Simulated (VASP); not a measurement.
Crystal: KYSe2.

```
K Se Y
1.0
     4.31975    0.00000    0.00000
     0.00000    4.31975    0.00000
     0.00000    0.00000    5.86828
K Se Y
1 2 1
Direct
  0.00000 0.00000 0.00000
  0.00000 0.00000 0.50000
  0.50000 0.50000 0.00000
  0.50000 0.50000 0.50000
```

Base run:

- Program: VASP 6.6.1
- Functional: r2SCAN
- Potentials or basis: VASP PAW PBE potentials, release 64 (K_sv, Se, Y_sv)
- Cutoff: 520 eV
- k mesh: 6 × 6 × 4
- Occupations: gaussian, width 0.01 eV
- Spin: no spin polarisation

Its results: band gap on the k mesh 0.50 eV; pressure 0.1 GPa.

Q: The run is repeated on the same cell with these changes: functional from r2SCAN to PBE; occupations from gaussian, width 0.01 eV to fermi-dirac, width 0.02 eV. What comes out?

A: Band gap on the k mesh 0.19 eV; pressure 0.7 GPa.

Caveats: semilocal functionals underestimate gaps, and a narrow one can read as zero; the PAW data sets were made with another functional, which shifts forces and pressure a little (at least some runs).

A k mesh can miss the band edges.
